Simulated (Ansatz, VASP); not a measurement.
**Two plane-wave programs on AlGa2N3**

Contents of INCAR:

```
SYSTEM = AlGa2N3
PREC     = Accurate       ! precision mode
ENCUT    = 520            ! plane-wave cutoff, eV
EDIFF    = 1E-6           ! SCF threshold, eV
ISMEAR   = 0              ! smearing method
SIGMA    = 0.1            ! smearing width, eV
LREAL    = .False.        ! projectors in reciprocal space
LASPH    = .True.         ! aspherical terms in the spheres
NELM     = 100            ! most SCF steps
ALGO     = Normal         ! electronic algorithm
ISIF     = 2              ! what is computed and relaxed
LWAVE    = .False.        ! write WAVECAR
LCHARG   = .True.         ! write CHGCAR
GGA      = PE             ! functional
LELF     = .True.         ! ELF
LVHAR    = .True.       
NBANDS   = 31             ! bands
```

Contents of KPOINTS:

```
Automatic mesh
0
Gamma
  8 8 8
  0 0 0
```

Contents of POSCAR:

```
AlGa2N3
1.0
   -1.7013352700      1.7013352700      7.2181542300
    1.7013352700     -1.7013352700      7.2181542300
    1.7013352700      1.7013352700     -7.2181542300
Al Ga N
1 2 3
Direct
    0.5000000000      0.5000000000      0.0000000000
    0.8333333300      0.8333333300      0.0000000000
    0.1666666700      0.1666666700      0.0000000000
    0.4166666700      0.9166666700      0.5000000000
    0.0833333300      0.5833333300      0.5000000000
    0.7500000000      0.2500000000      0.5000000000
```

Input for Ansatz:

```yaml
crystal:
  lattice:
    - [-1.70133527, 1.70133527, 7.21815423]
    - [1.70133527, -1.70133527, 7.21815423]
    - [1.70133527, 1.70133527, -7.21815423]
  atoms:
    - { symbol: Al, position: [0.5, 0.5, 0.0] }
    - { symbol: Ga, position: [0.83333333, 0.83333333, 0.0] }
    - { symbol: Ga, position: [0.16666667, 0.16666667, 0.0] }
    - { symbol: "N", position: [0.41666667, 0.91666667, 0.5] }
    - { symbol: "N", position: [0.08333333, 0.58333333, 0.5] }
    - { symbol: "N", position: [0.75, 0.25, 0.5] }
basis:
  ecutwfc: 420
kpoints:
  mp_grid: { grid: [8, 8, 8] }
hamiltonian:
  xc: pbe
scf:
  occupations: { method: gaussian, width: 0.1 }
  lower_state_search: "off"
output:
  forces: true
  stress: true
  eigenvalues: true
```

Alike in both runs: task single point; functional PBE; k mesh 8 × 8 × 8; occupations gaussian, width 0.1 eV; no spin polarisation.

|  | VASP | Ansatz |
| --- | --- | --- |
| version | VASP 6.6.1 | Ansatz 0.2.0 |
| potentials or method | VASP PAW PBE potentials, release 64 (Al, Ga_d, N), cutoff 520 eV | scalar-relativistic, plane waves, PAW |
| valence electrons in the cell | 44 | 44 |

|  | VASP | Ansatz | Ansatz less VASP |
| --- | --- | --- | --- |
| gap on the k mesh at the Fermi level (eV) | 0.92 | 0.92 | +0.003 |
| least direct gap on the mesh (eV) | 0.92 | 0.92 | +0.003 |
| pressure (GPa) | -23.2 | -23.3 | -0.11 |
| traceless stress, the component that is largest in VASP (GPa) | -0.08 | -0.08 | +0.001 |
| rms of the force components (eV/Å) | 0.281 | 0.272 | -0.0092 |

Atom by atom the forces differ by 0.009 eV/Å (rms over components).
